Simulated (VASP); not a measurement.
# ZrB (Fm-3m) in VASP: notebook

The runs below take ZrB through single point, with PBEsol, PBE-based screened hybrid with 25 % exact exchange, RPBE, revPBE, BLYP.

Program: VASP 6.6.1. These are calculated values, not measurements. Logs are shortened: lines on timing, memory, paths and dates and some standing lists are left out, and cuts for length are marked.

## 1. The cell of the first run

The structure is cubic, space group Fm-3m (No. 225). Conventional cell: a = 4.650 Å, b = 4.650 Å, c = 4.650 Å, α = 90.00°, β = 90.00°, γ = 90.00°. Within 3.1 Å of Zr (site symmetry m-3m) lie 6 B at 2.33 Å. Within 3.1 Å of B (site symmetry m-3m) lie 6 Zr at 2.33 Å.

## 2. Single point, PBEsol, non-collinear spin, zero start, spin-orbit coupling

INCAR

```
SYSTEM = ZrB
ALGO = Normal ; EDIFF = 1E-6
ENCUT = 520 ; GGA = PS
GGA_COMPAT = .False. ; ISIF = 2
ISMEAR = -1 ; LASPH = .True.
LCHARG = .False. ; LMAXMIX = 4
LNONCOLLINEAR = .True. ; LORBIT = 11
LORBMOM = .True. ; LREAL = .False.
LSORBIT = .True. ; LWAVE = .False.
MAGMOM = 0 0 0 0 0 0 ; NBANDS = 27
NELM = 150 ; PREC = Accurate
SIGMA = 0.05
```

KPOINTS

```
k-points
0
Gamma
  10 10 10
  0 0 0
```

POSCAR

```
ZrB
1.0
    0.0000000000      2.3250000000      2.3250000000
    2.3250000000      0.0000000000      2.3250000000
    2.3250000000      2.3250000000      0.0000000000
Zr B
1 1
Direct
    0.0000000000      0.0000000000      0.0000000000
    0.5000000000      0.5000000000      0.5000000000
```

Potentials or basis: VASP PAW PBE potentials, release 64 (Zr_sv, B).

Run with:

```
$ cat potpaw_PBE.64/Zr_sv/POTCAR potpaw_PBE.64/B/POTCAR > POTCAR
$ mpirun -np 1 vasp_ncl > vasp.out
```

OUTCAR:

```text
SYSTEM = ZrB
   EDIFF = 1E-6
   ENCUT = 520
   GGA = PS
   ISIF = 2
   ISMEAR = -1
   LASPH = .True.
   LNONCOLLINEAR = .True.
   LORBIT = 11
   LREAL = .False.
   LSORBIT = .True.
   NELM = 150
   PREC = Accurate

 ion  position               nearest neighbor table
   1  0.000  0.000  0.000-   2 2.33   2 2.33   2 2.33   2 2.33   2 2.33   2 2.33
   2  0.500  0.500  0.500-   1 2.33   1 2.33   1 2.33   1 2.33   1 2.33   1 2.33

  LATTYP: Found a face centered cubic cell.
 ALAT       =     4.6500000000

  Lattice vectors:

 A1 = (   0.0000000000,   2.3250000000,   2.3250000000)
 A2 = (   2.3250000000,   0.0000000000,   2.3250000000)
 A3 = (   2.3250000000,   2.3250000000,   0.0000000000)

Analysis of symmetry for initial positions (statically):
=====================================================================
 Subroutine PRICEL returns:
 Original cell was already a primitive cell.

 Routine SETGRP: Setting up the symmetry group for a
 face centered cubic supercell.

 Subroutine GETGRP returns: Found 48 space group operations
 (whereof 48 operations were pure point group operations)
 out of a pool of 48 trial point group operations.

The static configuration has the point symmetry O_h .

Analysis of symmetry for dynamics (positions and initial velocities):
=====================================================================
 Subroutine PRICEL returns:
 Original cell was already a primitive cell.

 Routine SETGRP: Setting up the symmetry group for a
 face centered cubic supercell.

 Subroutine GETGRP returns: Found 48 space group operations
 (whereof 48 operations were pure point group operations)
 out of a pool of 48 trial point group operations.

The dynamic configuration has the point symmetry O_h .

Analysis of structural, dynamic, and magnetic symmetry:
=====================================================================
 Subroutine PRICEL returns:
 Original cell was already a primitive cell.

 Routine SETGRP: Setting up the symmetry group for a
 face centered cubic supercell.

 Subroutine GETGRP returns: Found 48 space group operations
 (whereof 48 operations were pure point group operations)
 out of a pool of 48 trial point group operations.

The overall configuration has the point symmetry O_h .

 Subroutine INISYM returns: Found 48 space group operations
 (whereof 48 operations are pure point group operations),
 and found     1 'primitive' translations

----------------------------------------------------------------------------------------

                                     Primitive cell

  volume of cell :      25.1362

  direct lattice vectors                    reciprocal lattice vectors
     0.000000000  2.325000000  2.325000000    -0.215053763  0.215053763  0.215053763
     2.325000000  0.000000000  2.325000000     0.215053763 -0.215053763  0.215053763
     2.325000000  2.325000000  0.000000000     0.215053763  0.215053763 -0.215053763

  length of vectors
     3.288046533  3.288046533  3.288046533     0.372484045  0.372484045  0.372484045

  position of ions in fractional coordinates (direct lattice)
     0.000000000  0.000000000  0.000000000
     0.500000000  0.500000000  0.500000000

  ion indices of the primitive-cell ions
   primitive index   ion index
                 1           1
                 2           2

----------------------------------------------------------------------------------------

 KPOINTS: k-points

Automatic generation of k-mesh.
 Grid dimensions read from file:
 generate k-points for:   10   10   10

 Generating k-lattice:

  Cartesian coordinates                     Fractional coordinates (reciprocal lattice)
    -0.021505376  0.021505376  0.021505376     0.100000000  0.000000000  0.000000000
     0.021505376 -0.021505376  0.021505376     0.000000000  0.100000000  0.000000000
     0.021505376  0.021505376 -0.021505376     0.000000000  0.000000000  0.100000000

  Length of vectors
     0.037248404  0.037248404  0.037248404

  Shift w.r.t. Gamma in fractional coordinates (k-lattice)
     0.000000000  0.000000000  0.000000000

 Subroutine IBZKPT returns following result:
 ===========================================

 Found     47 irreducible k-points:

 Following reciprocal coordinates:
            Coordinates               Weight
  0.000000  0.000000  0.000000      1.000000
  0.100000  0.000000  0.000000      8.000000
  0.200000  0.000000  0.000000      8.000000
  0.300000  0.000000  0.000000      8.000000
  0.400000  0.000000  0.000000      8.000000
  0.500000  0.000000  0.000000      4.000000
[... 16 lines left out ...]
  0.300000  0.300000  0.000000      6.000000
  0.400000  0.300000  0.000000     24.000000
 [... further k-points ...]
[... 25 lines left out ...]
   ISYM   =      2    0-nonsym 1-usesym 2-fastsym
   POTIM  = 0.5000    time-step for ionic-motion
   TEBEG  =    0.0;   TEEND  =   0.0 temperature during run
   PSTRESS=    0.0 pullay stress
   NELECT =      15.0000    total number of electrons
   NUPDOWN=      -1.0000    fix difference up-down
   EMIN   =  10.00;   EMAX   =-10.00  energy-range for DOS
   EFERMI =   0.00;   METHOD = LEGACY
   ISMEAR =    -1;   SIGMA  =   0.05  broadening in eV -4-tet -1-fermi 0-gaus
   EFERMI_NEDOS =   21; number of points for ismear=-14 and -15
   IALGO  =     38    algorithm
   IMIX   =      4    mixing-type and parameters
     AMIX     =   0.40;   BMIX     =  1.00
     AMIX_MAG =   1.60;   BMIX_MAG =  1.00
  volume/ion in A,a.u.               =      12.57        84.81
  Fermi-wavevector in a.u.,A,eV,Ry     =   1.378285  2.604581 25.846565  1.899669
  Thomas-Fermi vector in A             =   2.503360
   LORBIT       =     11    0 simple, 1 ext, 2 COOP (PROOUT), +10 PAW based schemes
   GGA     = PS    functional components
   LHFCALC =     F    Hartree Fock is set to
   AEXX    =    0.0000 exact exchange contribution
   IVDW    =     0    specifies the selected vdW correction
   LEPSILON=     F    determine dielectric tensor
   LRPA    =     F    only Hartree local field effects (RPA)
  energy-cutoff  :      520.00
  volume of cell :       25.14
 maximum number of plane-waves:      1400
   NGX = 13   NGY = 13   NGZ = 13

 number of electron      15.0000000 magnetization       0.0000000      0.0000000      0.0000000

 number of electron      15.0000000 magnetization      -0.0000000      0.0000000      0.0000000

 number of electron      15.0000000 magnetization       0.0000000     -0.0000000     -0.0000000

 Free energy of the ion-electron system (eV)
  ---------------------------------------------------
  ext. energy  EPLUGINS =         0.00000000
  ---------------------------------------------------
  free energy    TOTEN  =       -16.69330729 eV

  energy without entropy =      -16.68522701  energy(sigma->0) =      -16.68926715

 E-fermi :   8.9019     XC(G=0): -12.3322

 val. band max:        8.8421225013   @ k =  -0.2000   0.1000   0.0000
 cond. band min:       8.9329062121   @ k =   0.5000   0.3000   0.1000
 fundamental gap:      0.0907837108
 Fermi energy:         8.9018674293

 k-point     1 :       0.0000    0.0000    0.0000
  band No.  band energies     occupation
      1     -37.7499      1.00000
      2     -37.7499      1.00000
      3     -16.6871      1.00000
      4     -16.6871      1.00000
      5     -14.9529      1.00000
      6     -14.9529      1.00000
[... 709 lines left out ...]
     26      20.6208      0.00000
     27      23.1119      0.00000

 [... further k-points ...]

------------------------ aborting loop because EDIFF is reached ----------------------------------------

  FORCE on cell =-STRESS in cart. coord.  units (eV):
  Direction    XX          YY          ZZ          XY          YZ          ZX
  --------------------------------------------------------------------------------------
  -------------------------------------------------------------------------------------
  Total        4.6108730      4.6108730      4.6108730      0.0000000     -0.0000000     -0.0000000
  in kB      293.8968121    293.8968121    293.8968121      0.0000000     -0.0000000     -0.0000000
  external PRESSURE =     293.8968121 kB  Pullay stress =       0.0000000 kB

 VOLUME and BASIS-vectors are now :
 -----------------------------------------------------------------------------
  energy-cutoff  :      520.00
  volume of cell :       25.14
      direct lattice vectors                 reciprocal lattice vectors
     0.000000000  2.325000000  2.325000000    -0.215053763  0.215053763  0.215053763
     2.325000000  0.000000000  2.325000000     0.215053763 -0.215053763  0.215053763
     2.325000000  2.325000000  0.000000000     0.215053763  0.215053763 -0.215053763

 POSITION                                       TOTAL-FORCE (eV/Angst)
 -----------------------------------------------------------------------------------
      0.00000      0.00000      0.00000         0.000000     -0.000000      0.000000
      2.32500      2.32500      2.32500         0.000000      0.000000     -0.000000
 -----------------------------------------------------------------------------------
    total drift:                                0.000000     -0.000000     -0.000000

  FREE ENERGIE OF THE ION-ELECTRON SYSTEM (eV)
  ---------------------------------------------------
  free  energy   TOTEN  =       -16.6933072935 eV

  energy  without entropy=      -16.6852270096  energy(sigma->0) =      -16.68926715

 orbital moment (x)

 # of ion     p       d       tot
 ----------------------------------------
  1         0.000   0.000   0.000
  2         0.000   0.000   0.000
 ----------------------------------------
            0.000   0.000   0.000

 orbital moment (y)

 # of ion     p       d       tot
 ----------------------------------------
  1         0.000  -0.000  -0.000
  2         0.000   0.000   0.000
 ----------------------------------------
            0.000  -0.000  -0.000

 orbital moment (z)

 # of ion     p       d       tot
 ----------------------------------------
  1         0.000   0.000   0.000
  2         0.000   0.000   0.000
 ----------------------------------------
            0.000   0.000   0.000

 Spin-Orbit-Coupling matrix elements

 Ion:    1  E_soc:     -0.1447322
 l=   1
     0.0000000    -0.0234963    -0.0234963
    -0.0234963     0.0000000    -0.0234963
    -0.0234963    -0.0234963     0.0000000
 l=   2
     0.0000000    -0.0001450     0.0000000    -0.0001450    -0.0004807
    -0.0001450     0.0000000    -0.0003606    -0.0001450    -0.0001202
     0.0000000    -0.0003606     0.0000000    -0.0003606     0.0000000
    -0.0001450    -0.0001450    -0.0003606     0.0000000    -0.0001202
    -0.0004807    -0.0001202     0.0000000    -0.0001202     0.0000000
 l=   3
     0.0000000     0.0000000     0.0000000     0.0000000     0.0000000     0.0000000     0.0000000
     0.0000000     0.0000000     0.0000000     0.0000000     0.0000000     0.0000000     0.0000000
     0.0000000     0.0000000     0.0000000     0.0000000     0.0000000     0.0000000     0.0000000
     0.0000000     0.0000000     0.0000000     0.0000000     0.0000000     0.0000000     0.0000000
     0.0000000     0.0000000     0.0000000     0.0000000     0.0000000     0.0000000     0.0000000
     0.0000000     0.0000000     0.0000000     0.0000000     0.0000000     0.0000000     0.0000000
     0.0000000     0.0000000     0.0000000     0.0000000     0.0000000     0.0000000     0.0000000

 Ion:    2  E_soc:      0.0000168
 l=   1
     0.0000000     0.0000028     0.0000028
     0.0000028     0.0000000     0.0000028
     0.0000028     0.0000028     0.0000000
 l=   2
     0.0000000     0.0000000     0.0000000     0.0000000     0.0000000
     0.0000000     0.0000000     0.0000000     0.0000000     0.0000000
     0.0000000     0.0000000     0.0000000     0.0000000     0.0000000
     0.0000000     0.0000000     0.0000000     0.0000000     0.0000000
     0.0000000     0.0000000     0.0000000     0.0000000     0.0000000
 l=   3
     0.0000000     0.0000000     0.0000000     0.0000000     0.0000000     0.0000000     0.0000000
     0.0000000     0.0000000     0.0000000     0.0000000     0.0000000     0.0000000     0.0000000
     0.0000000     0.0000000     0.0000000     0.0000000     0.0000000     0.0000000     0.0000000
     0.0000000     0.0000000     0.0000000     0.0000000     0.0000000     0.0000000     0.0000000
     0.0000000     0.0000000     0.0000000     0.0000000     0.0000000     0.0000000     0.0000000
     0.0000000     0.0000000     0.0000000     0.0000000     0.0000000     0.0000000     0.0000000
     0.0000000     0.0000000     0.0000000     0.0000000     0.0000000     0.0000000     0.0000000

 total charge

# of ion       s       p       d       tot
------------------------------------------
    1        2.212   6.046   1.862  10.120
    2        0.804   1.096   0.000   1.899
--------------------------------------------------
tot          3.016   7.142   1.862  12.020

 magnetization (x)

# of ion       s       p       d       tot
------------------------------------------
    1        0.000  -0.000   0.000   0.000
    2        0.000   0.000   0.000   0.000
--------------------------------------------------
tot          0.000  -0.000   0.000   0.000

 magnetization (y)

# of ion       s       p       d       tot
------------------------------------------
    1        0.000  -0.000   0.000   0.000
    2        0.000   0.000   0.000   0.000
--------------------------------------------------
tot          0.000   0.000   0.000   0.000

 magnetization (z)

# of ion       s       p       d       tot
------------------------------------------
    1        0.000  -0.000   0.000   0.000
    2       -0.000   0.000   0.000   0.000
--------------------------------------------------
tot          0.000   0.000   0.000   0.000
```

Wall time 64 s (1 thread of Intel Xeon 8259CL, shared host); peak memory 0.22 GiB.

What came out:

```
Free energy                                           : -16.6933 eV
Pressure                                              : 29.4 GPa
Net moment                                            : 0.00 μB per cell
Valence electrons inside the program's atomic spheres : Zr 10.12; B 1.90
```

Moments on the atoms (μB; x, y, z):
```
Zr  0.00 0.00 0.00
B   0.00 0.00 0.00
```

Caveat: the cell stands under pressure; the PAW data sets were made with another functional, which shifts forces and pressure a little.

(Part 1 of 4 ends here.)
